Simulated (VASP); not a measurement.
# W in VASP: further runs

Runs on W. Level: PBE. Tasks: single point.

Program: VASP 6.6.1. These are calculated values, not measurements. Logs are shortened: lines on timing, memory, paths and dates and some standing lists are left out, and cuts for length are marked.

## 1. The cell of the first run

The typed cell holds 1 atom: a = 3.085 Å, b = 2.672 Å, c = 2.672 Å, α = 70.53°, β = 54.73°, γ = 54.74°.

## 2. Single point, PBE (volume scaled by 0.91, then relaxed in part)

The input, INCAR:

```
PREC = Accurate ; ENCUT = 520
EDIFF = 1E-6 ; ISMEAR = 0
SIGMA = 0.1 ; LREAL = False
LASPH = True ; NELM = 100
ALGO = Fast ; ISIF = 2
LWAVE = False ; LCHARG = False
GGA = PE ; NBANDS = 13
```

The input, KPOINTS:

```
regular mesh
0
Gamma
  24 24 24
```

The input, POSCAR:

```
W
1.0
    0.0000000000      2.1816630766      2.1814855449
    1.5425734114      0.0000000000      2.1814855449
    1.5425734114      2.1816630766      0.0000000000
W
1
Direct
    0.0000000000      0.0000000000      0.0000000000
```

Potentials or basis: VASP PAW PBE potentials, release 64 (W_sv).

Run with:

```sh
$ cat potpaw_PBE.64/W_sv/POTCAR > POTCAR
$ mpirun -np 1 vasp_std > vasp.out
```

OUTCAR:

```text
PREC = Accurate
   ENCUT = 520
   EDIFF = 1E-6
   ISMEAR = 0
   LREAL = False
   LASPH = True
   NELM = 100
   ISIF = 2
   GGA = PE

 ion  position               nearest neighbor table
   1  0.000  0.000  0.000-

  LATTYP: Found a face centered orthorhombic cell.
 ALAT       =     3.0851468228
 B/A-ratio  =     1.4141858849
 C/A-ratio  =     1.4143009730

  Lattice vectors:

 A1 = (   0.0000000000,   2.1816630766,  -2.1814855449)
 A2 = (   1.5425734114,   2.1816630766,   0.0000000000)
 A3 = (   1.5425734114,   0.0000000000,  -2.1814855449)

Analysis of symmetry for initial positions (statically):
=====================================================================
 Subroutine PRICEL returns:
 Original cell was already a primitive cell.

 Routine SETGRP: Setting up the symmetry group for a
 face centered orthorhombic supercell.

 Subroutine GETGRP returns: Found  8 space group operations
 (whereof  8 operations were pure point group operations)
 out of a pool of  8 trial point group operations.

The static configuration has the point symmetry D_2h.

Analysis of symmetry for dynamics (positions and initial velocities):
=====================================================================
 Subroutine PRICEL returns:
 Original cell was already a primitive cell.

 Routine SETGRP: Setting up the symmetry group for a
 face centered orthorhombic supercell.

 Subroutine GETGRP returns: Found  8 space group operations
 (whereof  8 operations were pure point group operations)
 out of a pool of  8 trial point group operations.

The dynamic configuration has the point symmetry D_2h.

 Subroutine INISYM returns: Found  8 space group operations
 (whereof  8 operations are pure point group operations),
 and found     1 'primitive' translations

----------------------------------------------------------------------------------------

                                     Primitive cell

  volume of cell :      14.6830

  direct lattice vectors                    reciprocal lattice vectors
     0.000000000  2.181663077  2.181485545    -0.324133682  0.229182959  0.229201610
     1.542573411  0.000000000  2.181485545     0.324133682 -0.229182959  0.229201610
     1.542573411  2.181663077  0.000000000     0.324133682  0.229182959 -0.229201610

  length of vectors
     3.085211980  2.671780663  2.671925618     0.458389410  0.458389410  0.458389410

  position of ions in fractional coordinates (direct lattice)
     0.000000000  0.000000000  0.000000000

  ion indices of the primitive-cell ions
   primitive index   ion index
                 1           1

----------------------------------------------------------------------------------------

 KPOINTS: regular mesh

Automatic generation of k-mesh.
 Grid dimensions read from file:
 generate k-points for:   24   24   24

 Generating k-lattice:

  Cartesian coordinates                     Fractional coordinates (reciprocal lattice)
    -0.013505570  0.009549290  0.009550067     0.041666667  0.000000000  0.000000000
     0.013505570 -0.009549290  0.009550067     0.000000000  0.041666667  0.000000000
     0.013505570  0.009549290 -0.009550067     0.000000000  0.000000000  0.041666667

  Length of vectors
     0.019099559  0.019099559  0.019099559

  Shift w.r.t. Gamma in fractional coordinates (k-lattice)
     0.000000000  0.000000000  0.000000000

 Subroutine IBZKPT returns following result:
 ===========================================

 Found   1963 irreducible k-points:

 Following reciprocal coordinates:
            Coordinates               Weight
  0.000000  0.000000  0.000000      1.000000
  0.041667  0.000000  0.000000      8.000000
  0.083333 -0.000000 -0.000000      8.000000
  0.125000  0.000000  0.000000      8.000000
  0.166667  0.000000  0.000000      8.000000
  0.208333  0.000000  0.000000      8.000000
[... 16 lines left out ...]
  0.416667  0.041667 -0.000000      8.000000
  0.458333  0.041667  0.000000      8.000000
 [... further k-points ...]
   k-points           NKPTS =   1963   k-points in BZ     NKDIM =   1963   number of bands    NBANDS=     13
   number of dos      NEDOS =    301   number of ions     NIONS =      1
   total plane-waves  NPLWV =   9600
   dimension x,y,z NGX =    24 NGY =   20 NGZ =   20
   dimension x,y,z NGXF=    48 NGYF=   40 NGZF=   40
   ions per type =               1
   NGX,Y,Z   is equivalent  to a cutoff of  12.93, 12.44, 12.44 a.u.
   NGXF,Y,Z  is equivalent  to a cutoff of  25.86, 24.89, 24.89 a.u.
 SYSTEM =  unknown system
   PREC   = accura    normal or accurate (medium, high low for compatibility)
   ISTART =      0    job   : 0-new  1-cont  2-samecut
   ICHARG =      2    charge: 1-file 2-atom 10-const
   ISPIN  =      1    spin polarized calculation?
   LNONCOLLINEAR =      F non collinear calculations
   LSORBIT =      F    spin-orbit coupling
   LASPH  =      T    aspherical Exc in radial PAW
   ENCUT  =  520.0 eV  38.22 Ry    6.18 a.u.   5.74  4.97  4.97*2*pi/ulx,y,z
[... 118 lines left out ...]
     12      28.6328      0.00000
     13      29.1501      0.00000

 k-point     5 :       0.1667    0.0000    0.0000
  band No.  band energies     occupation
      1     -61.4586      2.00000
      2     -25.3795      2.00000
      3     -25.0725      2.00000
      4     -24.9385      2.00000
      5       3.8887      2.00000
      6      10.4280      2.00000
      7      10.8759      2.00000
      8      12.6287      1.45561
      9      14.2419      0.00000
     10      15.0742      0.00000
     11      28.1720      0.00000
     12      29.6260      0.00000
     13      30.0902      0.00000

 k-point     6 :       0.2083    0.0000    0.0000
  band No.  band energies     occupation
      1     -61.4360      2.00000
      2     -25.5854      2.00000
      3     -25.1375      2.00000
      4     -24.9401      2.00000
      5       4.5070      2.00000
      6      10.0902      2.00000
      7      10.6771      2.00000
      8      13.3884      0.00000
      9      14.2285      0.00000
     10      15.1367      0.00000
     11      28.1797      0.00000
     12      30.5608      0.00000
     13      30.8341      0.00000

 k-point     7 :       0.2500    0.0000    0.0000
  band No.  band energies     occupation
      1     -61.4116      2.00000
      2     -25.8009      2.00000
      3     -25.2065      2.00000
      4     -24.9419      2.00000
      5       5.0990      2.00000
      6       9.7525      2.00000
      7      10.5709      2.00000
      8      14.2827      0.00000
      9      14.3527      0.00000
     10      15.2362      0.00000
     11      27.7801      0.00000
     12      30.1810      0.00000
     13      32.2243      0.00000
[... 193 lines left out ...]
 k-point    20 :       0.2917    0.0417   -0.0000
  band No.  band energies     occupation
      1     -61.3979      2.00000
      2     -25.9131      2.00000
      3     -25.2422      2.00000
      4     -24.9543      2.00000
      5       5.4155      2.00000
      6       9.5964      2.00000
      7      10.5136      2.00000
      8      14.3334      0.00000
      9      14.8980      0.00000
     10      15.3971      0.00000
     11      27.5161      0.00000
     12      29.7368      0.00000
     13      32.7322      0.00000

 k-point    21 :       0.3333    0.0417    0.0000
  band No.  band energies     occupation
      1     -61.3743      2.00000
      2     -26.1112      2.00000
      3     -25.3104      2.00000
      4     -24.9562      2.00000
      5       5.7761      2.00000
      6       9.3015      2.00000
      7      10.7736      2.00000
      8      14.5788      0.00000
      9      15.5434      0.00000
     10      15.9390      0.00000
     11      26.7047      0.00000
     12      28.6310      0.00000
     13      34.2034      0.00000

 k-point    22 :       0.3750    0.0417   -0.0000
  band No.  band energies     occupation
      1     -61.3530      2.00000
      2     -26.2850      2.00000
      3     -25.3708      2.00000
      4     -24.9579      2.00000
      5       5.9285      2.00000
      6       9.0516      2.00000
      7      11.3250      2.00000
      8      14.8249      0.00000
      9      15.7047      0.00000
     10      17.0259      0.00000
     11      25.8906      0.00000
     12      27.4289      0.00000
     13      34.0182      0.00000

 k-point    23 :       0.4167    0.0417   -0.0000
  band No.  band energies     occupation
      1     -61.3357      2.00000
      2     -26.4245      2.00000
      3     -25.4197      2.00000
      4     -24.9593      2.00000
      5       5.9397      2.00000
      6       8.8565      2.00000
      7      12.0555      2.00000
      8      14.9978      0.00000
      9      15.8771      0.00000
     10      18.0760      0.00000
     11      25.1957      0.00000
     12      26.3166      0.00000
     13      32.4860      0.00000

 k-point    24 :       0.4583    0.0417    0.0000
  band No.  band energies     occupation
      1     -61.3234      2.00000
      2     -26.5219      2.00000
      3     -25.4541      2.00000
      4     -24.9603      2.00000
      5       5.8983      2.00000
      6       8.7230      2.00000
      7      12.7875      0.10111
      8      15.0314      0.00000
      9      16.0466      0.00000
     10      18.9592      0.00000
     11      24.6937      0.00000
     12      25.4439      0.00000
     13      31.2644      0.00000

 [... further k-points ...]
[... 5 lines left out ...]
  --------------------------------------------------------------------------------------
  -------------------------------------------------------------------------------------
  Total        3.2646792      3.2623102      3.2653522      0.0000000      0.0000000      0.0000000
  in kB      356.2338874    355.9753930    356.3073273      0.0000000      0.0000000      0.0000000
  external PRESSURE =     356.1722026 kB  Pullay stress =       0.0000000 kB

 VOLUME and BASIS-vectors are now :
 -----------------------------------------------------------------------------
  energy-cutoff  :      520.00
  volume of cell :       14.68
      direct lattice vectors                 reciprocal lattice vectors
     0.000000000  2.181663077  2.181485545    -0.324133682  0.229182959  0.229201610
     1.542573411  0.000000000  2.181485545     0.324133682 -0.229182959  0.229201610
     1.542573411  2.181663077  0.000000000     0.324133682  0.229182959 -0.229201610

 POSITION                                       TOTAL-FORCE (eV/Angst)
 -----------------------------------------------------------------------------------
      0.00000      0.00000      0.00000         0.000000      0.000000      0.000000
 -----------------------------------------------------------------------------------
    total drift:                                0.000000      0.000000      0.000000

  FREE ENERGIE OF THE ION-ELECTRON SYSTEM (eV)
  ---------------------------------------------------
  free  energy   TOTEN  =       -12.8046667585 eV

  energy  without entropy=      -12.8028566160  energy(sigma->0) =      -12.80376169
```

It took 2.3 min on 1 thread of Intel Xeon Platinum 8559C (Emerald Rapids), shared host; peak memory 0.44 GiB.

Results:

```
Free energy            : -12.8047 eV
Pressure               : 35.6 GPa
Band gap on the k mesh : zero (band 7 reaches 18.33 eV, above the bottom of band 8 at 11.22 eV)
```

Caveat: the cell differs from its parent crystal (volume scaled by 0.91, then relaxed in part); spin-orbit coupling is left out, which moves the levels of the heavy elements.

## 3. Single point, PBE (volume scaled by 0.94, then relaxed in part)

The input, INCAR:

```
ALGO     = Fast           # electronic algorithm
EDIFF    = 1E-6           # SCF threshold, eV
ENCUT    = 520            # plane-wave cutoff, eV
GGA      = PE             # functional
ISIF     = 2              # what is computed and relaxed
ISMEAR   = 0              # smearing method
LASPH    = T              # aspherical terms in the spheres
LCHARG   = F              # write CHGCAR
LREAL    = F              # projectors in reciprocal space
LWAVE    = F              # write WAVECAR
NBANDS   = 13             # bands
NELM     = 60             # most SCF steps
PREC     = Accurate       # precision mode
SIGMA    = 0.1            # smearing width, eV
```

The input, KPOINTS:

```
k-points
0
Gamma
  24 24 24
```

The input, POSCAR:

```
W
1.0
    0.0000000000      2.2053786637      2.2051992021
    1.5593418274      0.0000000000      2.2051992021
    1.5593418274      2.2053786637      0.0000000000
W
1
Direct
    0.0000000000      0.0000000000      0.0000000000
```

Potentials or basis: VASP PAW PBE potentials, release 64 (W_sv).

Run with:

```sh
$ cat potpaw_PBE.64/W_sv/POTCAR > POTCAR
$ mpirun -np 1 vasp_std > vasp.out
```

Run time: 2.5 min. Hardware: 1 thread of Intel Xeon Platinum 8559C (Emerald Rapids), shared host; peak memory 0.44 GiB.

Results (log left out):

- Free energy: -12.8916 eV
- Pressure: 22.0 GPa
- Band gap on the k mesh: zero (band 7 reaches 17.59 eV, above the bottom of band 8 at 10.79 eV)

Levels at points of the mesh, in eV from the Fermi level:
| k point | band 4 | band 5 | band 6 | band 7 | band 8 | band 9 | band 10 | band 11 |
| --- | --- | --- | --- | --- | --- | --- | --- | --- |
| (0.00, 0.00, 0.00) | -37.68 | -9.95 | -1.37 | -1.37 | -1.37 | 2.30 | 2.30 | 14.55 |
| (0.50, 0.00, 0.00) | -37.69 | -6.64 | -3.86 | 0.78 | 2.22 | 3.26 | 6.49 | 11.53 |
| (0.50, 0.50, 0.00) | -37.70 | -6.64 | -3.85 | 0.78 | 2.22 | 3.26 | 6.49 | 11.53 |
| (0.50, 0.00, 0.50) | -37.69 | -6.64 | -3.86 | 0.78 | 2.22 | 3.26 | 6.49 | 11.53 |
| (0.00, 0.50, 0.50) | -38.72 | -6.27 | -6.27 | 5.43 | 5.43 | 5.43 | 8.55 | 8.55 |

Caveat: the cell differs from its parent crystal (volume scaled by 0.94, then relaxed in part); spin-orbit coupling is left out, which moves the levels of the heavy elements.

## 4. Single point, PBE (volume scaled by 0.97, then relaxed in part)

The input, INCAR:

```
PREC = Accurate
ENCUT = 520
EDIFF = 1E-6
ISMEAR = 0
SIGMA = 0.1
LREAL = F
LASPH = T
NELM = 100
ALGO = Fast
ISIF = 2
LWAVE = F
LCHARG = F
GGA = PE
NBANDS = 13
```

The input, KPOINTS:

```
Automatic mesh
0
Gamma
  24 24 24
```

The input, POSCAR:

```
W
1.0
    0.0000000000      2.2285948820      2.2284135312
    1.5757571582      0.0000000000      2.2284135312
    1.5757571582      2.2285948820      0.0000000000
W
1
Direct
    0.0000000000      0.0000000000      0.0000000000
```

Run with:

```sh
$ cat potpaw_PBE.64/W_sv/POTCAR > POTCAR
$ mpirun -np 1 vasp_std > vasp.out
```

Run time: 2.9 min. Hardware: 1 thread of Intel Xeon Platinum 8559C (Emerald Rapids), shared host; peak memory 0.45 GiB.

It converged, with:

* Free energy: -12.9406 eV
* Pressure: 10.4 GPa
* Band gap on the k mesh: zero (band 7 reaches 16.89 eV, above the bottom of band 8 at 10.38 eV)

Levels at points of the mesh, in eV from the Fermi level:
| k point | band 5 | band 6 | band 7 | band 8 | band 9 | band 10 |
| --- | --- | --- | --- | --- | --- | --- |
| (0.00, 0.00, 0.00) | -9.75 | -1.30 | -1.30 | -1.30 | 2.24 | 2.24 |
| (0.50, 0.00, 0.00) | -6.41 | -3.68 | 0.68 | 2.15 | 3.14 | 6.22 |
| (0.50, 0.50, 0.00) | -6.41 | -3.68 | 0.68 | 2.15 | 3.14 | 6.22 |
| (0.50, 0.00, 0.50) | -6.41 | -3.68 | 0.67 | 2.15 | 3.14 | 6.22 |
| (0.00, 0.50, 0.50) | -5.99 | -5.99 | 5.21 | 5.21 | 5.21 | 8.30 |

Caveat: the cell differs from its parent crystal (volume scaled by 0.97, then relaxed in part); spin-orbit coupling is left out, which moves the levels of the heavy elements.

## 5. Single point, PBE

This run uses another cell than the first one, of 16.14 Å³/atom, 1.099 times its volume.

The input, INCAR:

```
PREC     = Accurate       # precision mode
ENCUT    = 520            # plane-wave cutoff, eV
EDIFF    = 1E-6           # SCF threshold, eV
ISMEAR   = 0              # smearing method
SIGMA    = 0.1            # smearing width, eV
LREAL    = False          # projectors in reciprocal space
LASPH    = True           # aspherical terms in the spheres
NELM     = 60             # most SCF steps
ALGO     = Fast           # electronic algorithm
ISIF     = 2              # what is computed and relaxed
LWAVE    = False          # write WAVECAR
LCHARG   = False          # write CHGCAR
GGA      = PE             # functional
NBANDS   = 13             # bands
```

The input, KPOINTS:

```
regular mesh
0
Gamma
  24 24 24
```

The input, POSCAR:

```
W
1.0
    0.0000000000      2.2513372169      2.2511540154
    1.5918374235      0.0000000000      2.2511540154
    1.5918374235      2.2513372169      0.0000000000
W
1
Direct
    0.0000000000      0.0000000000      0.0000000000
```

Run with:

```sh
$ cat potpaw_PBE.64/W_sv/POTCAR > POTCAR
$ mpirun -np 1 vasp_std > vasp.out
```

Run time: 3.3 min. Hardware: 1 thread of Intel Xeon Platinum 8559C (Emerald Rapids), shared host; peak memory 0.48 GiB.

Results (log left out):

| Quantity | Value |
| --- | --- |
| Free energy | -12.9571 eV |
| Pressure | 0.5 GPa |
| Band gap on the k mesh | zero (band 7 reaches 16.22 eV, above the bottom of band 8 at 9.99 eV) |

Levels at points of the mesh, in eV from the Fermi level:
```csv
k point,band 5,band 6,band 7,band 8,band 9,band 10
"(0.00, 0.00, 0.00)",-9.57,-1.24,-1.24,-1.23,2.18,2.18
"(0.50, 0.00, 0.00)",-6.20,-3.52,0.58,2.07,3.02,5.96
"(0.50, 0.50, 0.00)",-6.20,-3.52,0.58,2.07,3.02,5.96
"(0.50, 0.00, 0.50)",-6.20,-3.52,0.58,2.07,3.03,5.96
"(0.00, 0.50, 0.50)",-5.73,-5.73,5.00,5.00,5.00,8.07
```

Caveat: spin-orbit coupling is left out, which moves the levels of the heavy elements.

## 6. Overview

| cell | gap on the mesh (eV) | pressure (GPa) |
| --- | --- | --- |
| a = 3.085, b = 2.672, c = 2.672 Å, angles 70.5, 54.7, 54.7°, 1 atom | none | 35.6 |
| a = 3.119, b = 2.701, c = 2.701 Å, angles 70.5, 54.7, 54.7°, 1 atom | none | 22.0 |
| a = 3.152, b = 2.729, c = 2.729 Å, angles 70.5, 54.7, 54.7°, 1 atom | none | 10.4 |
| a = 3.184, b = 2.757, c = 2.757 Å, angles 70.5, 54.7, 54.7°, 1 atom | none | 0.5 |

Alike in all rows: task single point; level PBE; potentials or basis VASP PAW PBE potentials, release 64 (W_sv); no spin polarisation; k mesh 24 × 24 × 24; cutoff (eV) 520; smearing gaussian 0.1 eV.

Caveats: spin-orbit coupling is left out, which moves the levels of the heavy elements.

Total energies depend on the potentials used, so only differences within one code and one set of settings carry meaning.
